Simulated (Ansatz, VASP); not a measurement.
Mn in VASP and in Ansatz

```
Mn
1.0
    -1.39327    1.39327    1.39327
     1.39327   -1.39327    1.39327
     1.39327    1.39327   -1.39327
Mn
1
Cartesian
  0.0000 0.0000 0.0000
```

Alike in both runs: task single point; functional PBE; dispersion D4; k mesh 8 × 8 × 8; occupations gaussian, width 0.1 eV; collinear spin.

|  | VASP | Ansatz |
| --- | --- | --- |
| version | VASP 6.6.1 | Ansatz 0.2.0 |
| potentials or method | VASP PAW PBE potentials, release 64 (Mn_pv), cutoff 500 eV | scalar-relativistic, plane waves, PAW |
| valence electrons in the cell | 13 | 15 |

```csv
,VASP,Ansatz,Ansatz less VASP
gap on the k mesh at the Fermi level (eV),none,none,-
pressure (GPa),-4.7,-4.5,+0.24
net moment per atom (μB),0.70,0.69,-0.006
size of the moment on the site where the two differ most (μB),0.70,0.69,-0.008
```

Site moments also hang on the region over which each program counts them. A gap of «none» marks a metal or a gap that the smearing closes. VASP's potentials hold 13 valence electrons a cell and Ansatz's 15, so a difference there can come from the potentials and not from the codes.

The k mesh is coarse, so the values compare programs but aren't converged.
